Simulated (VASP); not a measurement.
# LiRh (P-6m2) in VASP: single point with LDA

Aim: the single point of LiRh with LDA.

All numbers are computed with VASP 6.6.1; they aren't measurements. Logs are shortened: lines on timing, memory, paths and dates and some standing lists are left out, and cuts for length are marked.

## Step 1: The cell of the first run

The structure is hexagonal, space group P-6m2 (No. 187). The conventional cell has a = 2.602 Å, b = 2.602 Å, c = 4.258 Å, α = 90.00°, β = 90.00°, γ = 120.00°. Within 3.4 Å of Li (site symmetry -6m2) lie 6 Li at 2.60 Å and 6 Rh at 2.61 Å. Rh (site symmetry -6m2) has 6 Rh at 2.60 Å and 6 Li at 2.61 Å within 3.4 Å.

## Step 2: Single point, LDA, collinear spin, ferromagnetic start

Contents of INCAR:

```
PREC     = Accurate       # precision mode
ENCUT    = 880            # plane-wave cutoff, eV
EDIFF    = 1E-6           # SCF threshold, eV
ISMEAR   = -1             # smearing method
SIGMA    = 0.05           # smearing width, eV
LREAL    = False          # projectors in reciprocal space
LASPH    = True           # aspherical terms in the spheres
NELM     = 200            # most SCF steps
ALGO     = Normal         # electronic algorithm
ISIF     = 2              # what is computed and relaxed
LWAVE    = False          # write WAVECAR
LCHARG   = False          # write CHGCAR
ISPIN    = 2              # spin polarisation
MAGMOM   = 0 1            # initial moments
LORBIT   = 11             # projections on sites
LMAXMIX  = 4              # l up to which the mixer works
NBANDS   = 21             # bands
GGA_COMPAT= False
```

Contents of KPOINTS:

```
regular mesh
0
Gamma
  18 18 10
```

Contents of POSCAR:

```
LiRh
1.0
    2.6024602529      0.0000000000      0.0000000000
   -1.3012301264      2.2537966913      0.0000000000
    0.0000000000      0.0000000000      4.2578831251
Li Rh
1 1
Direct
    0.0000000000      0.0000000000      0.5000000000
    0.6666666667      0.3333333333      0.0000000000
```

Potentials or basis: VASP PAW LDA potentials, release 64 (Li_sv, Rh_sv_GW).

Launch:

```sh
> cat potpaw_LDA.64/Li_sv/POTCAR potpaw_LDA.64/Rh_sv_GW/POTCAR > POTCAR
> mpirun -np 1 vasp_std > vasp.out
```

OUTCAR:

```text
PREC = Accurate
   ENCUT = 880
   EDIFF = 1E-6
   ISMEAR = -1
   LREAL = False
   LASPH = True
   NELM = 200
   ISIF = 2
   ISPIN = 2
   LORBIT = 11

 ion  position               nearest neighbor table
   1  0.000  0.000  0.500-   2 2.61   2 2.61   2 2.61   2 2.61   2 2.61   2 2.61
   2  0.667  0.333  0.000-   1 2.61   1 2.61   1 2.61   1 2.61   1 2.61   1 2.61

  LATTYP: Found a hexagonal cell.
 ALAT       =     2.6024602529
 C/A-ratio  =     1.6360991951

  Lattice vectors:

 A1 = (   2.6024602529,   0.0000000000,   0.0000000000)
 A2 = (  -1.3012301264,   2.2537966913,   0.0000000000)
 A3 = (   0.0000000000,   0.0000000000,   4.2578831251)

Analysis of symmetry for initial positions (statically):
=====================================================================
 Subroutine PRICEL returns:
 Original cell was already a primitive cell.

 Routine SETGRP: Setting up the symmetry group for a
 hexagonal supercell.

 Subroutine GETGRP returns: Found 12 space group operations
 (whereof 12 operations were pure point group operations)
 out of a pool of 24 trial point group operations.

The static configuration has the point symmetry D_3h.

Analysis of symmetry for dynamics (positions and initial velocities):
=====================================================================
 Subroutine PRICEL returns:
 Original cell was already a primitive cell.

 Routine SETGRP: Setting up the symmetry group for a
 hexagonal supercell.

 Subroutine GETGRP returns: Found 12 space group operations
 (whereof 12 operations were pure point group operations)
 out of a pool of 24 trial point group operations.

The dynamic configuration has the point symmetry D_3h.

Analysis of structural, dynamic, and magnetic symmetry:
=====================================================================
 Subroutine PRICEL returns:
 Original cell was already a primitive cell.

 Routine SETGRP: Setting up the symmetry group for a
 hexagonal supercell.

 Subroutine GETGRP returns: Found 12 space group operations
 (whereof 12 operations were pure point group operations)
 out of a pool of 24 trial point group operations.

The overall configuration has the point symmetry D_3h.

 Subroutine INISYM returns: Found 12 space group operations
 (whereof 12 operations are pure point group operations),
 and found     1 'primitive' translations

----------------------------------------------------------------------------------------

                                     Primitive cell

  volume of cell :      24.9743

  direct lattice vectors                    reciprocal lattice vectors
     2.602460253  0.000000000  0.000000000     0.384251786  0.221847872  0.000000000
    -1.301230126  2.253796691  0.000000000     0.000000000  0.443695744  0.000000000
     0.000000000  0.000000000  4.257883125     0.000000000  0.000000000  0.234858490

  length of vectors
     2.602460253  2.602460253  4.257883125     0.443695744  0.443695744  0.234858490

  position of ions in fractional coordinates (direct lattice)
     0.000000000  0.000000000  0.500000000
     0.666666667  0.333333333  0.000000000

  ion indices of the primitive-cell ions
   primitive index   ion index
                 1           1
                 2           2

----------------------------------------------------------------------------------------

 KPOINTS: regular mesh

Automatic generation of k-mesh.
 Grid dimensions read from file:
 generate k-points for:   18   18   10

 Generating k-lattice:

  Cartesian coordinates                     Fractional coordinates (reciprocal lattice)
     0.021347321  0.012324882  0.000000000     0.055555556  0.000000000  0.000000000
     0.000000000  0.024649764  0.000000000     0.000000000  0.055555556  0.000000000
     0.000000000  0.000000000  0.023485849     0.000000000  0.000000000  0.100000000

  Length of vectors
     0.024649764  0.024649764  0.023485849

  Shift w.r.t. Gamma in fractional coordinates (k-lattice)
     0.000000000  0.000000000  0.000000000

 Subroutine IBZKPT returns following result:
 ===========================================

 Found    222 irreducible k-points:

 Following reciprocal coordinates:
            Coordinates               Weight
  0.000000  0.000000  0.000000      1.000000
  0.055556 -0.000000  0.000000      6.000000
  0.111111 -0.000000  0.000000      6.000000
  0.166667  0.000000  0.000000      6.000000
  0.222222  0.000000  0.000000      6.000000
  0.277778  0.000000  0.000000      6.000000
[... 16 lines left out ...]
  0.333333  0.111111  0.000000     12.000000
  0.388889  0.111111  0.000000     12.000000
 [... further k-points ...]
   k-points           NKPTS =    222   k-points in BZ     NKDIM =    222   number of bands    NBANDS=     21
   number of dos      NEDOS =    301   number of ions     NIONS =      2
   total plane-waves  NPLWV =  32928
   dimension x,y,z NGX =    28 NGY =   28 NGZ =   42
   dimension x,y,z NGXF=    56 NGYF=   56 NGZF=   84
   ions per type =               1   1
   NGX,Y,Z   is equivalent  to a cutoff of  17.89, 17.89, 16.40 a.u.
   NGXF,Y,Z  is equivalent  to a cutoff of  35.77, 35.77, 32.80 a.u.
 SYSTEM =  unknown system
   PREC   = accura    normal or accurate (medium, high low for compatibility)
   ISTART =      0    job   : 0-new  1-cont  2-samecut
   ICHARG =      2    charge: 1-file 2-atom 10-const
   ISPIN  =      2    spin polarized calculation?
   LNONCOLLINEAR =      F non collinear calculations
   LSORBIT =      F    spin-orbit coupling
   LASPH  =      T    aspherical Exc in radial PAW
   ENCUT  =  880.0 eV  64.68 Ry    8.04 a.u.   6.29  6.29 10.30*2*pi/ulx,y,z
   NELM   =    200;   NELMIN=  2; NELMDL= -5     # of ELM steps
   EDIFF  = 0.1E-05   stopping-criterion for ELM
   LREAL  =      F    real-space projection
   EDIFFG = 0.1E-04   stopping-criterion for IOM
   NSW    =      0    number of steps for IOM
   IBRION =     -1    ionic relax: 0-MD 1-quasi-New 2-CG
   NFREE  =      0    steps in history (QN), initial steepest desc. (CG)
   ISIF   =      2    stress and relaxation
   ISYM   =      2    0-nonsym 1-usesym 2-fastsym
   POTIM  = 0.5000    time-step for ionic-motion
   TEBEG  =    0.0;   TEEND  =   0.0 temperature during run
   PSTRESS=    0.0 pullay stress
   NELECT =      20.0000    total number of electrons
   NUPDOWN=      -1.0000    fix difference up-down
   EMIN   =  10.00;   EMAX   =-10.00  energy-range for DOS
   EFERMI =   0.00;   METHOD = LEGACY
   ISMEAR =    -1;   SIGMA  =   0.05  broadening in eV -4-tet -1-fermi 0-gaus
   EFERMI_NEDOS =   21; number of points for ismear=-14 and -15
   IALGO  =     38    algorithm
   IMIX   =      4    mixing-type and parameters
     AMIX     =   0.40;   BMIX     =  1.00
     AMIX_MAG =   1.60;   BMIX_MAG =  1.00
  volume/ion in A,a.u.               =      12.49        84.27
  Fermi-wavevector in a.u.,A,eV,Ry     =   1.520270  2.872893 31.446056  2.311220
  Thomas-Fermi vector in A             =   2.629143
   LORBIT       =     11    0 simple, 1 ext, 2 COOP (PROOUT), +10 PAW based schemes
   GGA     = CA    functional components
   LHFCALC =     F    Hartree Fock is set to
   AEXX    =    0.0000 exact exchange contribution
   IVDW    =     0    specifies the selected vdW correction
   LEPSILON=     F    determine dielectric tensor
   LRPA    =     F    only Hartree local field effects (RPA)
 spin polarized calculation
  energy-cutoff  :      880.00
  volume of cell :       24.97
 maximum number of plane-waves:      1500
 NGX is ok and might be reduce to    28
   NGX = 13   NGY = 13   NGZ = 21

 number of electron      20.0000001 magnetization      -0.0036117

 number of electron      20.0000001 magnetization       0.0000531

 Free energy of the ion-electron system (eV)
  ---------------------------------------------------
  ext. energy  EPLUGINS =         0.00000000
  ---------------------------------------------------
  free energy    TOTEN  =       -10.22949276 eV

  energy without entropy =      -10.21965445  energy(sigma->0) =      -10.22457360

 E-fermi :   6.4755     XC(G=0): -11.8937

 val. band max:        6.4709145666   @ k =   0.1111   0.1111   0.1000
 cond. band min:       6.4764435509   @ k =   0.1111   0.1111   0.0000
 fundamental gap:      0.0055289843
 Fermi energy:         6.4755130743

 spin component 1

 k-point     1 :       0.0000    0.0000    0.0000
  band No.  band energies     occupation
      1     -71.2137      1.00000
      2     -39.1133      1.00000
      3     -39.0255      1.00000
      4     -39.0255      1.00000
      5     -37.7212      1.00000
      6       0.2848      1.00000
[... 13 lines left out ...]
     20      31.6272      0.00000
     21      31.6273      0.00000
[... 529 lines left out ...]
 k-point    24 :       0.3889    0.1111    0.0000
  band No.  band energies     occupation
      1     -71.0955      1.00000
      2     -39.7684      1.00000
      3     -39.2674      1.00000
      4     -38.9967      1.00000
      5     -37.6377      1.00000
      6       1.6986      1.00000
[... 13 lines left out ...]
     20      29.2798      0.00000
     21      33.5790      0.00000

 [... further k-points ...]

 spin component 2

 k-point     1 :       0.0000    0.0000    0.0000
  band No.  band energies     occupation
      1     -71.2137      1.00000
      2     -39.1133      1.00000
      3     -39.0255      1.00000
      4     -39.0255      1.00000
      5     -37.7212      1.00000
      6       0.2848      1.00000
[... 13 lines left out ...]
     20      31.6272      0.00000
     21      31.6294      0.00000
[... 529 lines left out ...]
 k-point    24 :       0.3889    0.1111    0.0000
  band No.  band energies     occupation
      1     -71.0955      1.00000
      2     -39.7684      1.00000
      3     -39.2674      1.00000
      4     -38.9967      1.00000
      5     -37.6376      1.00000
      6       1.6987      1.00000
[... 13 lines left out ...]
     20      29.2797      0.00000
     21      33.5789      0.00000

 [... further k-points ...]
[... 5 lines left out ...]
  --------------------------------------------------------------------------------------
  -------------------------------------------------------------------------------------
  Total        0.0524316      0.0524316     -0.0061246      0.0000000      0.0000000     -0.0000000
  in kB        3.3636526      3.3636526     -0.3929105      0.0000000      0.0000000     -0.0000000
  external PRESSURE =       2.1114649 kB  Pullay stress =       0.0000000 kB

 VOLUME and BASIS-vectors are now :
 -----------------------------------------------------------------------------
  energy-cutoff  :      880.00
  volume of cell :       24.97
      direct lattice vectors                 reciprocal lattice vectors
     2.602460253  0.000000000  0.000000000     0.384251786  0.221847872  0.000000000
    -1.301230126  2.253796691  0.000000000     0.000000000  0.443695744  0.000000000
     0.000000000  0.000000000  4.257883125     0.000000000  0.000000000  0.234858490

 POSITION                                       TOTAL-FORCE (eV/Angst)
 -----------------------------------------------------------------------------------
      0.00000      0.00000      2.12894         0.000000      0.000000      0.000000
      1.30123      0.75127      0.00000        -0.000000     -0.000000      0.000000
 -----------------------------------------------------------------------------------
    total drift:                               -0.000000      0.000000      0.000000

  FREE ENERGIE OF THE ION-ELECTRON SYSTEM (eV)
  ---------------------------------------------------
  free  energy   TOTEN  =       -10.2294927592 eV

  energy  without entropy=      -10.2196544503  energy(sigma->0) =      -10.22457360

 total charge

# of ion       s       p       d       f       tot
--------------------------------------------------
    1        2.044   0.102   0.000   0.000   2.145
    2        2.239   6.177   6.559   0.017  14.993
--------------------------------------------------
tot          4.282   6.279   6.559   0.017  17.138

 magnetization (x)

# of ion       s       p       d       f       tot
--------------------------------------------------
    1       -0.000  -0.000   0.000   0.000  -0.000
    2        0.000  -0.000   0.000  -0.000   0.000
--------------------------------------------------
tot         -0.000  -0.000   0.000  -0.000   0.000
```

Wall time 7.2 min (1 thread of Intel Xeon Platinum 8488C (Sapphire Rapids), shared host); peak memory 0.51 GiB.

What came out:

```
Free energy                                           : -10.2295 eV
Pressure                                              : 0.2 GPa
Band gap on the k mesh                                : zero (filled and empty bands overlap)
Net moment                                            : 0.00 μB per cell
Valence electrons inside the program's atomic spheres : Li 2.15; Rh 14.99
```

Stress tensor (GPa, compression positive):
```
 0.34  0.00  0.00
 0.00  0.34  0.00
 0.00  0.00 -0.04
```
